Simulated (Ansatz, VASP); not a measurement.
## One calculation of MgI2, two programs

```
CELL_PARAMETERS angstrom
-0.06610 3.68962 3.68962
3.68962 -0.06610 3.68962
3.68962 3.68962 -0.06610
ATOMIC_POSITIONS crystal
Mg 0.00000 0.00000 0.00000
I 0.24937 0.24937 0.24937
I 0.75063 0.75063 0.75063
```

Change from the starting cell: shear_111 strain -2.6%.

Alike in both runs: task single point; functional PBE; k mesh 6 × 6 × 6; occupations fermi-dirac, width 0.02 eV; no spin polarisation.

|  | VASP | Ansatz |
| --- | --- | --- |
| version | VASP 6.6.1 | Ansatz 0.2.0 |
| potentials or method | VASP PAW PBE potentials, release 64 (Mg, I) | plane waves, PAW |
| plane-wave cutoff (eV) | 520 | 420 |
| valence electrons in the cell | 16 | 44 |

```csv
,VASP,Ansatz,Ansatz less VASP
pressure (GPa),1.0,1.1,+0.04
"traceless stress, the component that is largest in VASP (GPa)",-0.29,-0.28,+0.004
```

With one functional, cell and mesh, what is left measures potentials, basis and numerics. VASP's potentials hold 16 valence electrons a cell and Ansatz's 44, so a difference there can come from the potentials and not from the codes.

Neither program's run includes spin-orbit coupling.
